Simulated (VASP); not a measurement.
# LiH (Fm-3m) in VASP: further runs

Runs on LiH. Level: PBE. Tasks: single point.

Program: VASP 6.6.1. These are calculated values, not measurements. Logs are shortened: lines on timing, memory, paths and dates and some standing lists are left out, and cuts for length are marked.

**1. The cell of the first run**

Symmetry: Fm-3m, No. 225, cubic system. Conventional cell: a = 4.007 Å, b = 4.007 Å, c = 4.007 Å, α = 90.00°, β = 90.00°, γ = 90.00°. Within 2.7 Å of Li (site symmetry m-3m) lie 6 H at 2.00 Å. Within 2.7 Å of H (site symmetry m-3m) lie 6 Li at 2.00 Å.

**2. Single point, PBE**

Contents of INCAR:

```
SYSTEM = LiH
PREC = Accurate
ENCUT = 520
EDIFF = 1E-6
ISMEAR = 0
SIGMA = 0.02
LREAL = .False.
LASPH = .True.
NELM = 80
ALGO = Normal
ISIF = 2
LWAVE = .False.
LCHARG = .True.
GGA = PE
LELF = .True.
LVHAR = .True.
NBANDS = 9
```

Contents of KPOINTS:

```
Automatic mesh
0
Gamma
  10 10 10
  0 0 0
```

Contents of POSCAR:

```
LiH
1.0
    0.0000000000      2.0033987013      2.0033987013
    2.0033987013      0.0000000000      2.0033987013
    2.0033987013      2.0033987013      0.0000000000
Li H
1 1
Direct
    0.0000000000      0.0000000000      0.0000000000
    0.5000000000      0.5000000000      0.5000000000
```

Potentials or basis: VASP PAW PBE potentials, release 64 (Li_sv, H).

The run is started by

```sh
$ cat potpaw_PBE.64/Li_sv/POTCAR potpaw_PBE.64/H/POTCAR > POTCAR
$ mpirun -np 1 vasp_std > vasp.out
```

OUTCAR:

```text
SYSTEM = LiH
   PREC = Accurate
   ENCUT = 520
   EDIFF = 1E-6
   ISMEAR = 0
   LREAL = .False.
   LASPH = .True.
   NELM = 80
   ISIF = 2
   GGA = PE

 ion  position               nearest neighbor table
   1  0.000  0.000  0.000-
   2  0.500  0.500  0.500-

  LATTYP: Found a face centered cubic cell.
 ALAT       =     4.0067974026

  Lattice vectors:

 A1 = (   0.0000000000,   2.0033987013,   2.0033987013)
 A2 = (   2.0033987013,   0.0000000000,   2.0033987013)
 A3 = (   2.0033987013,   2.0033987013,   0.0000000000)

Analysis of symmetry for initial positions (statically):
=====================================================================
 Subroutine PRICEL returns:
 Original cell was already a primitive cell.

 Routine SETGRP: Setting up the symmetry group for a
 face centered cubic supercell.

 Subroutine GETGRP returns: Found 48 space group operations
 (whereof 48 operations were pure point group operations)
 out of a pool of 48 trial point group operations.

The static configuration has the point symmetry O_h .

Analysis of symmetry for dynamics (positions and initial velocities):
=====================================================================
 Subroutine PRICEL returns:
 Original cell was already a primitive cell.

 Routine SETGRP: Setting up the symmetry group for a
 face centered cubic supercell.

 Subroutine GETGRP returns: Found 48 space group operations
 (whereof 48 operations were pure point group operations)
 out of a pool of 48 trial point group operations.

The dynamic configuration has the point symmetry O_h .

 Subroutine INISYM returns: Found 48 space group operations
 (whereof 48 operations are pure point group operations),
 and found     1 'primitive' translations

----------------------------------------------------------------------------------------

                                     Primitive cell

  volume of cell :      16.0817

  direct lattice vectors                    reciprocal lattice vectors
     0.000000000  2.003398701  2.003398701    -0.249575883  0.249575883  0.249575883
     2.003398701  0.000000000  2.003398701     0.249575883 -0.249575883  0.249575883
     2.003398701  2.003398701  0.000000000     0.249575883  0.249575883 -0.249575883

  length of vectors
     2.833233614  2.833233614  2.833233614     0.432278110  0.432278110  0.432278110

  position of ions in fractional coordinates (direct lattice)
     0.000000000  0.000000000  0.000000000
     0.500000000  0.500000000  0.500000000

  ion indices of the primitive-cell ions
[... 76 lines left out ...]
   LREAL  =      F    real-space projection
   EDIFFG = 0.1E-04   stopping-criterion for IOM
   NSW    =      0    number of steps for IOM
   IBRION =     -1    ionic relax: 0-MD 1-quasi-New 2-CG
   NFREE  =      0    steps in history (QN), initial steepest desc. (CG)
   ISIF   =      2    stress and relaxation
   ISYM   =      2    0-nonsym 1-usesym 2-fastsym
   POTIM  = 0.5000    time-step for ionic-motion
   TEBEG  =    0.0;   TEEND  =   0.0 temperature during run
   PSTRESS=    0.0 pullay stress
   NELECT =       4.0000    total number of electrons
   NUPDOWN=      -1.0000    fix difference up-down
   EMIN   =  10.00;   EMAX   =-10.00  energy-range for DOS
   EFERMI =   0.00;   METHOD = LEGACY
   ISMEAR =     0;   SIGMA  =   0.02  broadening in eV -4-tet -1-fermi 0-gaus
   EFERMI_NEDOS =   21; number of points for ismear=-14 and -15
   IALGO  =     38    algorithm
   IMIX   =      4    mixing-type and parameters
     AMIX     =   0.40;   BMIX     =  1.00
     AMIX_MAG =   1.60;   BMIX_MAG =  1.00
  volume/ion in A,a.u.               =       8.04        54.26
  Fermi-wavevector in a.u.,A,eV,Ry     =   1.029558  1.945582 14.422032  1.059989
  Thomas-Fermi vector in A             =   2.163612
   LORBIT       =      0    0 simple, 1 ext, 2 COOP (PROOUT), +10 PAW based schemes
   GGA     = PE    functional components
   LHFCALC =     F    Hartree Fock is set to
   AEXX    =    0.0000 exact exchange contribution
   IVDW    =     0    specifies the selected vdW correction
   LEPSILON=     F    determine dielectric tensor
   LRPA    =     F    only Hartree local field effects (RPA)
 non-spin polarized calculation
 Gauss-broadening in eV      SIGMA  =   0.02
  energy-cutoff  :      520.00
  volume of cell :       16.08
 maximum number of plane-waves:       444
 NGX is ok and might be reduce to    24
   NGX = 11   NGY = 11   NGZ = 11

 number of electron       3.9999995 magnetization

 Free energy of the ion-electron system (eV)
  ---------------------------------------------------
  ext. energy  EPLUGINS =         0.00000000
  ---------------------------------------------------
  free energy    TOTEN  =        -6.12707686 eV

  energy without entropy =       -6.12707686  energy(sigma->0) =       -6.12707686

 E-fermi :   0.3585     XC(G=0):  -8.5158

 val. band max:        0.0973328361   @ k =   0.5000   0.5000   0.0000
 cond. band min:       3.0755963994   @ k =   0.5000   0.5000   0.0000
 fundamental gap:      2.9782635633
 Fermi energy:         0.3585433009

 k-point     1 :       0.0000    0.0000    0.0000
  band No.  band energies     occupation
      1     -44.1921      2.00000
      2      -5.3408      2.00000
      3      16.2096      0.00000
      4      18.0017      0.00000
      5      18.0017      0.00000
      6      18.0017      0.00000
      7      22.7195      0.00000
      8      22.7195      0.00000
      9      22.7195      0.00000
[... 265 lines left out ...]
 k-point    24 :       0.4000    0.3000    0.0000
  band No.  band energies     occupation
      1     -44.1432      2.00000
      2      -2.2216      2.00000
      3       6.7899      0.00000
      4      10.5786      0.00000
      5      11.9053      0.00000
      6      16.3413      0.00000
      7      17.6748      0.00000
      8      29.6940      0.00000
      9      30.1581      0.00000

 [... further k-points ...]
[... 5 lines left out ...]
  --------------------------------------------------------------------------------------
  -------------------------------------------------------------------------------------
  Total       -0.0243940     -0.0243940     -0.0243940     -0.0000000      0.0000000      0.0000000
  in kB       -2.4303069     -2.4303069     -2.4303069     -0.0000000      0.0000000      0.0000000
  external PRESSURE =      -2.4303069 kB  Pullay stress =       0.0000000 kB

 VOLUME and BASIS-vectors are now :
 -----------------------------------------------------------------------------
  energy-cutoff  :      520.00
  volume of cell :       16.08
      direct lattice vectors                 reciprocal lattice vectors
     0.000000000  2.003398701  2.003398701    -0.249575883  0.249575883  0.249575883
     2.003398701  0.000000000  2.003398701     0.249575883 -0.249575883  0.249575883
     2.003398701  2.003398701  0.000000000     0.249575883  0.249575883 -0.249575883

 POSITION                                       TOTAL-FORCE (eV/Angst)
 -----------------------------------------------------------------------------------
      0.00000      0.00000      0.00000         0.000000      0.000000      0.000000
      2.00340      2.00340      2.00340         0.000000      0.000000      0.000000
 -----------------------------------------------------------------------------------
    total drift:                                0.000000     -0.000000     -0.000000

  FREE ENERGIE OF THE ION-ELECTRON SYSTEM (eV)
  ---------------------------------------------------
  free  energy   TOTEN  =        -6.1270768567 eV

  energy  without entropy=       -6.1270768567  energy(sigma->0) =       -6.12707686
```

stdout:

```text
POSCAR found type information on POSCAR LiH
 POSCAR found :  2 types and       2 ions
 scaLAPACK will be used
 LDA part: xc-table for (Slater+PW92), standard interpolation
 POSCAR, INCAR and KPOINTS ok, starting setup
 FFT: planning ... GRIDC
 FFT: planning ... GRID_SOFT
 FFT: planning ... GRID
 WAVECAR not read
 entering main loop
```

It took 3.3 s on 1 thread of Intel Xeon 6975P-C (Granite Rapids), shared host; peak memory 0.13 GiB.

What came out:

```
Free energy            : -6.1271 eV
Band gap on the k mesh : 2.98 eV, direct
```

Caveat: the cutoff is under 1.25 times the usual one of these potentials, so pressure, stress and relaxed cells hold a basis-set (Pulay) error. A k mesh can miss the band edges.

**3. Single point, PBE**

Contents of INCAR:

```
PREC = Accurate
ENCUT = 520
EDIFF = 1E-6
ISMEAR = 0
SIGMA = 0.02
LREAL = False
LASPH = True
NELM = 60
ALGO = Normal
ISIF = 2
LWAVE = False
LCHARG = False
GGA = PE
NBANDS = 9
```

Contents of KPOINTS:

```
Automatic mesh
0
Gamma
  10 10 10
```

POSCAR is that of step 2.

Potentials or basis: VASP PAW PBE potentials, release 64 (Li_sv, H).

The run is started by

```sh
$ cat potpaw_PBE.64/Li_sv/POTCAR potpaw_PBE.64/H/POTCAR > POTCAR
$ mpirun -np 1 vasp_std > vasp.out
```

Run time: 3.1 s. Hardware: 1 thread of Intel Xeon 6975P-C (Granite Rapids), shared host; peak memory 0.13 GiB.

It converged, with:

```yaml
Free_energy: -6.1271 eV
Band_gap_on_the_k_mesh: 2.98 eV, direct
```

Levels at points of the mesh, in eV from the valence-band top:
| k point | band 1 | band 2 | band 3 | band 4 | band 5 | band 6 | band 7 |
| --- | --- | --- | --- | --- | --- | --- | --- |
| (0.00, 0.00, 0.00) | -44.29 | -5.44 | 16.11 | 17.90 | 17.90 | 17.90 | 22.62 |
| (0.50, 0.00, 0.00) | -44.24 | -2.63 | 4.92 | 13.67 | 16.51 | 16.51 | 19.09 |
| (0.50, 0.50, 0.00) | -44.23 | 0.00 | 2.98 | 10.82 | 10.82 | 13.99 | 17.29 |

Caveat: the cutoff is under 1.25 times the usual one of these potentials, so pressure, stress and relaxed cells hold a basis-set (Pulay) error. A k mesh can miss the band edges.

**4. Single point, PBE (volume scaled by 1.03)**

Contents of INCAR:

```
PREC = Accurate ; ENCUT = 520
EDIFF = 1E-7 ; ISMEAR = 0
SIGMA = 0.02 ; LREAL = False
LASPH = True ; NELM = 80
ALGO = Normal ; ISIF = 2
LWAVE = False ; LCHARG = False
GGA = PE ; NBANDS = 9
```

Contents of KPOINTS:

```
regular mesh
0
Gamma
  10 10 10
```

Contents of POSCAR:

```
LiH
1.0
    0.0000000000      2.0232356221      2.0232356221
    2.0232356221      0.0000000000      2.0232356221
    2.0232356221      2.0232356221      0.0000000000
Li H
1 1
Direct
    0.0000000000      0.0000000000      0.0000000000
    0.5000000000      0.5000000000      0.5000000000
```

Potentials or basis: VASP PAW PBE potentials, release 64 (Li_sv, H).

The run is started by

```sh
$ cat potpaw_PBE.64/Li_sv/POTCAR potpaw_PBE.64/H/POTCAR > POTCAR
$ mpirun -np 1 vasp_std > vasp.out
```

OUTCAR:

```text
PREC = Accurate
   ENCUT = 520
   EDIFF = 1E-7
   ISMEAR = 0
   LREAL = False
   LASPH = True
   NELM = 80
   ISIF = 2
   GGA = PE

 ion  position               nearest neighbor table
   1  0.000  0.000  0.000-
   2  0.500  0.500  0.500-

  LATTYP: Found a face centered cubic cell.
 ALAT       =     4.0464712442

  Lattice vectors:

 A1 = (   0.0000000000,   2.0232356221,   2.0232356221)
 A2 = (   2.0232356221,   0.0000000000,   2.0232356221)
 A3 = (   2.0232356221,   2.0232356221,   0.0000000000)

[... 461 lines left out ...]
      2      -2.2920      2.00000
      3       6.5679      0.00000
      4      10.3041      0.00000
      5      11.6052      0.00000
      6      15.9445      0.00000
      7      17.1859      0.00000
      8      29.0086      0.00000
      9      29.4969      0.00000

 [... further k-points ...]
[... 5 lines left out ...]
  --------------------------------------------------------------------------------------
  -------------------------------------------------------------------------------------
  Total       -0.1286841     -0.1286841     -0.1286841      0.0000000     -0.0000000     -0.0000000
  in kB      -12.4470437    -12.4470437    -12.4470437      0.0000000     -0.0000000     -0.0000000
  external PRESSURE =     -12.4470437 kB  Pullay stress =       0.0000000 kB

 VOLUME and BASIS-vectors are now :
 -----------------------------------------------------------------------------
  energy-cutoff  :      520.00
  volume of cell :       16.56
      direct lattice vectors                 reciprocal lattice vectors
     0.000000000  2.023235622  2.023235622    -0.247128903  0.247128903  0.247128903
     2.023235622  0.000000000  2.023235622     0.247128903 -0.247128903  0.247128903
     2.023235622  2.023235622  0.000000000     0.247128903  0.247128903 -0.247128903

 POSITION                                       TOTAL-FORCE (eV/Angst)
 -----------------------------------------------------------------------------------
      0.00000      0.00000      0.00000         0.000000     -0.000000     -0.000000
      2.02324      2.02324      2.02324        -0.000000      0.000000      0.000000
 -----------------------------------------------------------------------------------
    total drift:                                0.000000     -0.000000     -0.000000

  FREE ENERGIE OF THE ION-ELECTRON SYSTEM (eV)
  ---------------------------------------------------
  free  energy   TOTEN  =        -6.1255277050 eV

  energy  without entropy=       -6.1255277050  energy(sigma->0) =       -6.12552770
```

Run time: 3.6 s. Hardware: 1 thread of Intel Xeon 6975P-C (Granite Rapids), shared host; peak memory 0.13 GiB.

What came out:

| Property | Result |
| --- | --- |
| Free energy | -6.1255 eV |
| Band gap on the k mesh | 3.00 eV, direct |

Levels at points of the mesh, in eV from the valence-band top:
| k point | band 1 | band 2 | band 3 | band 4 | band 5 | band 6 | band 7 |
| --- | --- | --- | --- | --- | --- | --- | --- |
| (0.00, 0.00, 0.00) | -44.32 | -5.33 | 15.72 | 17.60 | 17.60 | 17.60 | 22.27 |
| (0.50, 0.00, 0.00) | -44.28 | -2.55 | 4.86 | 13.42 | 16.25 | 16.25 | 18.80 |
| (0.50, 0.50, 0.00) | -44.26 | 0.00 | 3.00 | 10.68 | 10.68 | 13.81 | 16.88 |

Caveat: the cutoff is under 1.25 times the usual one of these potentials, so pressure, stress and relaxed cells hold a basis-set (Pulay) error. A k mesh can miss the band edges.
